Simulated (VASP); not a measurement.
# NaCl (P1) in VASP: further runs

Runs on NaCl. Level: PBE. Tasks: single point.

Everything below comes from runs of VASP 6.6.1. Logs are shortened: lines on timing, memory, paths and dates and some standing lists are left out, and cuts for length are marked.

## Step 1: The cell of the first run

The typed cell holds 2 atoms: a = 3.905 Å, b = 3.935 Å, c = 3.763 Å, α = 59.85°, β = 60.25°, γ = 60.05°.

## Step 2: Single point, PBE (atoms moved at random and the cell strained at random)

INCAR

```
SYSTEM = NaCl
PREC = Accurate
ENCUT = 520
EDIFF = 1E-6
ISMEAR = 0
SIGMA = 0.02
LREAL = .FALSE.
LASPH = .TRUE.
NELM = 100
ALGO = Normal
ISIF = 2
LWAVE = .FALSE.
LCHARG = .FALSE.
GGA = PE
NBANDS = 14
```

KPOINTS

```
Automatic mesh
0
G
  8 8 8
  0 0 0
```

POSCAR

```
NaCl
1.0
   -0.0264768625      2.7260974075      2.7959283625
    2.7611261550     -0.0346039850      2.8040554850
    2.6743330175      2.6474313925      0.0521891525
Na Cl
1 1
Direct
    0.0069868456      0.0136682264     -0.0101792178
    0.4930131544      0.4863317736      0.5101792178
```

Potentials or basis: VASP PAW PBE potentials, release 64 (Na_pv, Cl).

Launch:

```
> cat potpaw_PBE.64/Na_pv/POTCAR potpaw_PBE.64/Cl/POTCAR > POTCAR
> mpirun -np 1 vasp_std > vasp.out
```

OUTCAR:

```text
SYSTEM = NaCl
   PREC = Accurate
   ENCUT = 520
   EDIFF = 1E-6
   ISMEAR = 0
   LREAL = .FALSE.
   LASPH = .TRUE.
   NELM = 100
   ISIF = 2
   GGA = PE

 ion  position               nearest neighbor table
   1  0.007  0.014  0.990-   2 2.66   2 2.69   2 2.71   2 2.72
   2  0.493  0.486  0.510-   1 2.66   1 2.69   1 2.71   1 2.72

  LATTYP: Found a triclinic cell.
 ALAT       =     3.9050638289
 B/A-ratio  =     1.3852522083
 C/A-ratio  =     2.2574678481
 COS(alpha) =     0.0020878545
 COS(beta)  =     0.6768931368
 COS(gamma) =     0.7038905085

  Lattice vectors:

 A1 = (   0.0264768625,  -2.7260974075,  -2.7959283625)
 A2 = (   0.1132700000,  -5.4081327850,  -0.0440620300)
 A3 = (  -2.8214424300,  -0.0094580450,  -8.3518501800)

Analysis of symmetry for initial positions (statically):
=====================================================================
 Subroutine PRICEL returns:
 Original cell was already a primitive cell.

 Routine SETGRP: Setting up the symmetry group for a
 triclinic supercell.

 Subroutine GETGRP returns: Found  1 space group operations
 (whereof  1 operations were pure point group operations)
 out of a pool of  2 trial point group operations.

The static configuration has the point symmetry C_1 .

Analysis of symmetry for dynamics (positions and initial velocities):
=====================================================================
 Subroutine PRICEL returns:
 Original cell was already a primitive cell.

 Routine SETGRP: Setting up the symmetry group for a
 triclinic supercell.

 Subroutine GETGRP returns: Found  1 space group operations
 (whereof  1 operations were pure point group operations)
 out of a pool of  2 trial point group operations.

The dynamic configuration has the point symmetry C_1 .

 Subroutine INISYM returns: Found  1 space group operations
 (whereof  1 operations are pure point group operations),
 and found     1 'primitive' translations

----------------------------------------------------------------------------------------

                                     Primitive cell

  volume of cell :      40.9434

  direct lattice vectors                    reciprocal lattice vectors
    -0.026476863  2.726097408  2.795928363    -0.181356518  0.179635285  0.180796823
     2.761126155 -0.034603985  2.804055485     0.177312040 -0.182657702  0.179774761
     2.674333017  2.647431393  0.052189153     0.189062968  0.190364152 -0.183819240

  length of vectors
     3.905063829  3.935446892  3.763465660     0.312804273  0.311644606  0.325227350

  position of ions in fractional coordinates (direct lattice)
     0.006986846  0.013668226  0.989820782
     0.493013154  0.486331774  0.510179218

  ion indices of the primitive-cell ions
   primitive index   ion index
                 1           1
                 2           2

----------------------------------------------------------------------------------------

 KPOINTS: Automatic mesh

Automatic generation of k-mesh.
 Grid dimensions read from file:
 generate k-points for:    8    8    8

 Generating k-lattice:

  Cartesian coordinates                     Fractional coordinates (reciprocal lattice)
    -0.022669565  0.022454411  0.022599603     0.125000000  0.000000000  0.000000000
     0.022164005 -0.022832213  0.022471845    -0.000000000  0.125000000 -0.000000000
     0.023632871  0.023795519 -0.022977405    -0.000000000  0.000000000  0.125000000

  Length of vectors
     0.039100534  0.038955576  0.040653419

  Shift w.r.t. Gamma in fractional coordinates (k-lattice)
     0.000000000  0.000000000  0.000000000

 Subroutine IBZKPT returns following result:
 ===========================================

 Found    260 irreducible k-points:

 Following reciprocal coordinates:
            Coordinates               Weight
  0.000000  0.000000  0.000000      1.000000
  0.125000  0.000000  0.000000      2.000000
  0.250000  0.000000  0.000000      2.000000
  0.375000  0.000000  0.000000      2.000000
  0.500000  0.000000  0.000000      1.000000
  0.000000  0.125000 -0.000000      2.000000
[... 16 lines left out ...]
  0.125000  0.375000 -0.000000      2.000000
  0.250000  0.375000 -0.000000      2.000000
 [... further k-points ...]
   k-points           NKPTS =    260   k-points in BZ     NKDIM =    260   number of bands    NBANDS=     14
   number of dos      NEDOS =    301   number of ions     NIONS =      2
   total plane-waves  NPLWV =  25200
   dimension x,y,z NGX =    30 NGY =   30 NGZ =   28
   dimension x,y,z NGXF=    60 NGYF=   60 NGZF=   56
   ions per type =               1   1
   NGX,Y,Z   is equivalent  to a cutoff of  12.77, 12.67, 12.37 a.u.
   NGXF,Y,Z  is equivalent  to a cutoff of  25.54, 25.35, 24.74 a.u.
 SYSTEM =  NaCl
   PREC   = accura    normal or accurate (medium, high low for compatibility)
   ISTART =      0    job   : 0-new  1-cont  2-samecut
   ICHARG =      2    charge: 1-file 2-atom 10-const
   ISPIN  =      1    spin polarized calculation?
   LNONCOLLINEAR =      F non collinear calculations
   LSORBIT =      F    spin-orbit coupling
   LASPH  =      T    aspherical Exc in radial PAW
   ENCUT  =  520.0 eV  38.22 Ry    6.18 a.u.   7.26  7.32  7.00*2*pi/ulx,y,z
   NELM   =    100;   NELMIN=  2; NELMDL= -5     # of ELM steps
   EDIFF  = 0.1E-05   stopping-criterion for ELM
   LREAL  =      F    real-space projection
   EDIFFG = 0.1E-04   stopping-criterion for IOM
   NSW    =      0    number of steps for IOM
   IBRION =     -1    ionic relax: 0-MD 1-quasi-New 2-CG
   NFREE  =      0    steps in history (QN), initial steepest desc. (CG)
   ISIF   =      2    stress and relaxation
   ISYM   =      2    0-nonsym 1-usesym 2-fastsym
   POTIM  = 0.5000    time-step for ionic-motion
   TEBEG  =    0.0;   TEEND  =   0.0 temperature during run
   PSTRESS=    0.0 pullay stress
   NELECT =      14.0000    total number of electrons
   NUPDOWN=      -1.0000    fix difference up-down
   EMIN   =  10.00;   EMAX   =-10.00  energy-range for DOS
   EFERMI =   0.00;   METHOD = LEGACY
   ISMEAR =     0;   SIGMA  =   0.02  broadening in eV -4-tet -1-fermi 0-gaus
   EFERMI_NEDOS =   21; number of points for ismear=-14 and -15
   IALGO  =     38    algorithm
   IMIX   =      4    mixing-type and parameters
     AMIX     =   0.40;   BMIX     =  1.00
     AMIX_MAG =   1.60;   BMIX_MAG =  1.00
  volume/ion in A,a.u.               =      20.47       138.15
  Fermi-wavevector in a.u.,A,eV,Ry     =   1.144782  2.163325 17.830796  1.310527
  Thomas-Fermi vector in A             =   2.281473
   LORBIT       =      0    0 simple, 1 ext, 2 COOP (PROOUT), +10 PAW based schemes
   GGA     = PE    functional components
   LHFCALC =     F    Hartree Fock is set to
   AEXX    =    0.0000 exact exchange contribution
   IVDW    =     0    specifies the selected vdW correction
   LEPSILON=     F    determine dielectric tensor
   LRPA    =     F    only Hartree local field effects (RPA)
 non-spin polarized calculation
 Gauss-broadening in eV      SIGMA  =   0.02
  energy-cutoff  :      520.00
  volume of cell :       40.94
 maximum number of plane-waves:      1120
 NGX is ok and might be reduce to    30
   NGX = 15   NGY = 15   NGZ = 13

 number of electron      13.9999999 magnetization

 Free energy of the ion-electron system (eV)
  ---------------------------------------------------
  ext. energy  EPLUGINS =         0.00000000
  ---------------------------------------------------
  free energy    TOTEN  =        -6.70280262 eV

  energy without entropy =       -6.70280262  energy(sigma->0) =       -6.70280262

 E-fermi :   0.0727     XC(G=0):  -8.5604

 val. band max:       -0.0576065835   @ k =   0.0000   0.0000   0.0000
 cond. band min:       5.3037501800   @ k =   0.0000   0.0000   0.0000
 fundamental gap:      5.3613567635
 Fermi energy:         0.0726852931

 k-point     1 :       0.0000    0.0000    0.0000
  band No.  band energies     occupation
      1     -20.8326      2.00000
      2     -20.8293      2.00000
      3     -20.8255      2.00000
      4     -13.0518      2.00000
      5      -0.2578      2.00000
      6      -0.1891      2.00000
      7      -0.0576      2.00000
      8       5.3038      0.00000
      9      10.7804      0.00000
     10      10.8847      0.00000
     11      11.5023      0.00000
     12      13.2117      0.00000
     13      13.4900      0.00000
     14      15.0511      0.00000

 k-point     2 :       0.1250    0.0000    0.0000
  band No.  band energies     occupation
      1     -20.8361      2.00000
      2     -20.8306      2.00000
      3     -20.8282      2.00000
      4     -12.9930      2.00000
      5      -0.6412      2.00000
      6      -0.2571      2.00000
      7      -0.1131      2.00000
      8       5.8314      0.00000
      9      10.3815      0.00000
     10      11.0235      0.00000
     11      11.6973      0.00000
     12      12.9842      0.00000
     13      13.3104      0.00000
     14      16.0768      0.00000

 k-point     3 :       0.2500    0.0000    0.0000
  band No.  band energies     occupation
      1     -20.8506      2.00000
      2     -20.8323      2.00000
      3     -20.8297      2.00000
      4     -12.8465      2.00000
      5      -1.4587      2.00000
      6      -0.3655      2.00000
      7      -0.2223      2.00000
      8       6.8094      0.00000
      9       9.9743      0.00000
     10      11.1941      0.00000
     11      11.8266      0.00000
     12      13.1909      0.00000
     13      13.6256      0.00000
     14      16.2361      0.00000
[... 324 lines left out ...]
 k-point    23 :       0.1250    0.3750   -0.0000
  band No.  band energies     occupation
      1     -20.8602      2.00000
      2     -20.8351      2.00000
      3     -20.8313      2.00000
      4     -12.7182      2.00000
      5      -1.9117      2.00000
      6      -0.5849      2.00000
      7      -0.3800      2.00000
      8       7.6241      0.00000
      9       9.7413      0.00000
     10      10.6489      0.00000
     11      11.9967      0.00000
     12      13.6158      0.00000
     13      15.2517      0.00000
     14      16.8193      0.00000

 k-point    24 :       0.2500    0.3750   -0.0000
  band No.  band energies     occupation
      1     -20.8567      2.00000
      2     -20.8372      2.00000
      3     -20.8345      2.00000
      4     -12.6936      2.00000
      5      -1.7667      2.00000
      6      -0.8139      2.00000
      7      -0.4993      2.00000
      8       8.0154      0.00000
      9       8.6961      0.00000
     10      10.4592      0.00000
     11      13.0758      0.00000
     12      13.5040      0.00000
     13      15.2829      0.00000
     14      18.5551      0.00000

 [... further k-points ...]

------------------------ aborting loop because EDIFF is reached ----------------------------------------

  FORCE on cell =-STRESS in cart. coord.  units (eV):
  Direction    XX          YY          ZZ          XY          YZ          ZX
  --------------------------------------------------------------------------------------
  -------------------------------------------------------------------------------------
  Total        0.9882295      1.1632821      0.8962114      0.1408896     -0.0352838     -0.0706897
  in kB       38.6709279     45.5210066     35.0701224      5.5132267     -1.3807079     -2.7661957
  external PRESSURE =      39.7540190 kB  Pullay stress =       0.0000000 kB

 VOLUME and BASIS-vectors are now :
 -----------------------------------------------------------------------------
  energy-cutoff  :      520.00
  volume of cell :       40.94
      direct lattice vectors                 reciprocal lattice vectors
    -0.026476863  2.726097408  2.795928363    -0.181356518  0.179635285  0.180796823
     2.761126155 -0.034603985  2.804055485     0.177312040 -0.182657702  0.179774761
     2.674333017  2.647431393  0.052189153     0.189062968  0.190364152 -0.183819240

 POSITION                                       TOTAL-FORCE (eV/Angst)
 -----------------------------------------------------------------------------------
      2.68467      2.63906      0.10952        -0.049312      0.039308     -0.201353
      2.69416      2.67784      2.76876         0.049312     -0.039308      0.201353
 -----------------------------------------------------------------------------------
    total drift:                                0.000481     -0.000032     -0.000099

  FREE ENERGIE OF THE ION-ELECTRON SYSTEM (eV)
  ---------------------------------------------------
  free  energy   TOTEN  =        -6.7028026237 eV

  energy  without entropy=       -6.7028026237  energy(sigma->0) =       -6.70280262
```

Wall time 1.7 min (1 thread of Intel Xeon Platinum 8488C (Sapphire Rapids), shared host); peak memory 0.25 GiB.

What came out:

* Free energy: -6.7028 eV
* Pressure: 4.0 GPa
* Largest force: 0.211 eV/Å
* Band gap on the k mesh: 5.36 eV

Forces on the atoms (eV/Å):
```
Na  -0.049  0.039 -0.201
Cl   0.049 -0.039  0.201
```

Levels at points of the mesh, in eV from the valence-band top:
| k point | band 5 | band 6 | band 7 | band 8 | band 9 | band 10 |
| --- | --- | --- | --- | --- | --- | --- |
| (0.00, 0.00, 0.00) | -0.20 | -0.13 | 0.00 | 5.36 | 10.84 | 10.94 |
| (0.50, 0.00, 0.00) | -2.34 | -0.45 | -0.31 | 7.36 | 10.81 | 11.22 |
| (0.00, 0.50, 0.00) | -2.34 | -0.43 | -0.30 | 7.38 | 10.91 | 11.17 |
| (0.50, 0.50, 0.00) | -2.03 | -0.89 | -0.63 | 7.58 | 8.06 | 11.73 |
| (0.00, 0.00, 0.50) | -2.29 | -0.53 | -0.51 | 7.22 | 10.76 | 10.92 |
| (0.50, 0.00, 0.50) | -2.01 | -0.90 | -0.75 | 7.62 | 7.89 | 11.97 |
| (0.00, 0.50, 0.50) | -2.02 | -0.87 | -0.74 | 7.66 | 7.91 | 11.87 |
| (0.50, 0.50, 0.50) | -2.33 | -0.47 | -0.39 | 7.32 | 10.97 | 11.06 |

Caveat: the cell differs from its parent crystal (atoms moved at random and the cell strained at random); the cell stands under pressure.

## Step 3: Single point, PBE (atoms moved at random and the cell strained at random)

INCAR

```
PREC = Accurate ; ENCUT = 520
EDIFF = 1E-6 ; ISMEAR = 0
SIGMA = 0.02 ; LREAL = False
LASPH = True ; NELM = 60
ALGO = Normal ; ISIF = 2
LWAVE = False ; LCHARG = False
GGA = PE ; NBANDS = 14
```

KPOINTS

```
regular mesh
0
Gamma
  8 8 8
```

POSCAR

```
NaCl
1.0
    0.1145726050      2.8852700750      2.9423015200
    2.8361958475      0.0647338050      2.9921403200
    2.8014219575      2.9003349850      0.0995076950
Na Cl
1 1
Direct
    0.0295100203     -0.0166699038     -0.0036002472
    0.4704899797      0.5166699038      0.5036002472
```

Potentials or basis: VASP PAW PBE potentials, release 64 (Na_pv, Cl).

Launch:

```
> cat potpaw_PBE.64/Na_pv/POTCAR potpaw_PBE.64/Cl/POTCAR > POTCAR
> mpirun -np 1 vasp_std > vasp.out
```

Wall time 95 s (1 thread of Intel Xeon Platinum 8488C (Sapphire Rapids), shared host); peak memory 0.27 GiB.

The run converged. Its results:

| Property | Result |
| --- | --- |
| Free energy | -6.7382 eV |
| Pressure | 0.6 GPa |
| Largest force | 0.264 eV/Å |
| Band gap on the k mesh | 4.89 eV |

Forces in eV/Å, atoms in the order of the input:
```
Na   0.204 -0.163 -0.041
Cl  -0.204  0.163  0.041
```

Stress tensor (GPa, compression positive):
```
 1.76 -0.22 -0.58
-0.22  0.53 -0.28
-0.58 -0.28 -0.59
```

Levels at points of the mesh, in eV from the valence-band top:
| k point | band 4 | band 5 | band 6 | band 7 | band 8 | band 9 | band 10 | band 11 |
| --- | --- | --- | --- | --- | --- | --- | --- | --- |
| (0.00, 0.00, 0.00) | -12.71 | -0.24 | -0.08 | 0.00 | 4.89 | 10.56 | 11.04 | 11.51 |
| (0.50, 0.00, 0.00) | -12.37 | -1.92 | -0.45 | -0.40 | 7.08 | 10.40 | 10.57 | 10.81 |
| (0.00, 0.50, 0.00) | -12.40 | -1.95 | -0.42 | -0.26 | 7.12 | 10.14 | 10.63 | 11.24 |
| (0.50, 0.50, 0.00) | -12.37 | -1.70 | -0.72 | -0.53 | 7.34 | 8.14 | 10.77 | 14.34 |
| (0.00, 0.00, 0.50) | -12.38 | -1.93 | -0.47 | -0.30 | 7.06 | 10.25 | 10.47 | 11.21 |
| (0.50, 0.00, 0.50) | -12.35 | -1.70 | -0.82 | -0.49 | 7.27 | 8.13 | 10.97 | 14.04 |
| (0.00, 0.50, 0.50) | -12.32 | -1.67 | -0.78 | -0.68 | 7.34 | 7.91 | 11.28 | 14.14 |
| (0.50, 0.50, 0.50) | -12.43 | -1.99 | -0.30 | -0.20 | 7.23 | 9.90 | 10.80 | 11.48 |

Caveat: the cell differs from its parent crystal (atoms moved at random and the cell strained at random). A k mesh can miss the band edges.

## Step 4: Single point, PBE (atoms moved at random and the cell strained at random)

INCAR

```
SYSTEM = NaCl
PREC = Accurate
ENCUT = 520
EDIFF = 1E-6
ISMEAR = 0
SIGMA = 0.02
LREAL = .FALSE.
LASPH = .TRUE.
NELM = 80
ALGO = Normal
ISIF = 2
LWAVE = .FALSE.
LCHARG = .FALSE.
GGA = PE
NBANDS = 14
```

KPOINTS

```
regular mesh
0
G
  8 8 8
  0 0 0
```

POSCAR

```
NaCl
1.0
    0.0060882625      2.9044693400      3.0050247825
    2.9610193875     -0.0192559000      3.0303689450
    2.9228757150      2.8916698300      0.0188877725
Na Cl
1 1
Direct
    0.0627615432     -0.0364174097     -0.0462028781
    0.4372384568      0.5364174097      0.5462028781
```

Launch:

```
> cat potpaw_PBE.64/Na_pv/POTCAR potpaw_PBE.64/Cl/POTCAR > POTCAR
> mpirun -np 1 vasp_std > vasp.out
```

It took 1.8 min on 1 thread of Intel Xeon Platinum 8488C (Sapphire Rapids), shared host; peak memory 0.29 GiB.

The run converged. Its results:

| Quantity | Value |
| --- | --- |
| Free energy | -6.6014 eV |
| Pressure | 0.2 GPa |
| Largest force | 0.811 eV/Å |
| Band gap on the k mesh | 4.65 eV |

Forces in eV/Å, atoms in the order of the input:
```
Na   0.810 -0.035  0.011
Cl  -0.810  0.035 -0.011
```

Stress tensor (GPa, compression positive):
```
 4.14  0.36  0.24
 0.36 -1.71  0.02
 0.24  0.02 -1.94
```

Levels at points of the mesh, in eV from the valence-band top:
| k point | band 4 | band 5 | band 6 | band 7 | band 8 | band 9 | band 10 | band 11 |
| --- | --- | --- | --- | --- | --- | --- | --- | --- |
| (0.00, 0.00, 0.00) | -12.43 | -0.12 | -0.05 | 0.00 | 4.65 | 10.80 | 11.11 | 11.19 |
| (0.50, 0.00, 0.00) | -12.21 | -1.53 | -0.30 | -0.22 | 7.08 | 9.40 | 10.48 | 10.94 |
| (0.00, 0.50, 0.00) | -12.21 | -1.58 | -0.22 | -0.18 | 7.06 | 9.27 | 10.71 | 11.04 |
| (0.50, 0.50, 0.00) | -12.18 | -1.34 | -0.50 | -0.48 | 7.10 | 8.27 | 10.25 | 13.79 |
| (0.00, 0.00, 0.50) | -12.20 | -1.55 | -0.30 | -0.20 | 7.04 | 9.42 | 10.48 | 10.96 |
| (0.50, 0.00, 0.50) | -12.16 | -1.33 | -0.61 | -0.47 | 7.12 | 8.14 | 10.55 | 13.32 |
| (0.00, 0.50, 0.50) | -12.16 | -1.35 | -0.54 | -0.45 | 7.09 | 8.16 | 10.43 | 13.47 |
| (0.50, 0.50, 0.50) | -12.20 | -1.58 | -0.22 | -0.20 | 7.03 | 9.33 | 10.60 | 11.05 |

Caveat: the cell differs from its parent crystal (atoms moved at random and the cell strained at random). A k mesh can miss the band edges.

## Step 5: Summary

| cell | gap on the mesh (eV) | pressure (GPa) | largest force (eV/Å) |
| --- | --- | --- | --- |
| a = 3.905, b = 3.935, c = 3.763 Å, angles 59.9, 60.3, 60.0°, 2 atoms, atomic positions A | 5.36 | 4.0 | 0.21 |
| a = 4.123, b = 4.123, c = 4.034 Å, angles 59.5, 57.3, 56.8°, 2 atoms, atomic positions B | 4.89 | 0.6 | 0.26 |
| a = 4.179, b = 4.237, c = 4.112 Å, angles 60.2, 60.5, 59.2°, 2 atoms, atomic positions C | 4.65 | 0.2 | 0.81 |

Alike in all rows: task single point; level PBE; potentials or basis VASP PAW PBE potentials, release 64 (Na_pv, Cl); no spin polarisation; k mesh 8 × 8 × 8; cutoff (eV) 520; smearing gaussian 0.02 eV.

Caveats: the cell stands under pressure (at least some runs).

Absolute energies hang on the potentials; compare differences alone.
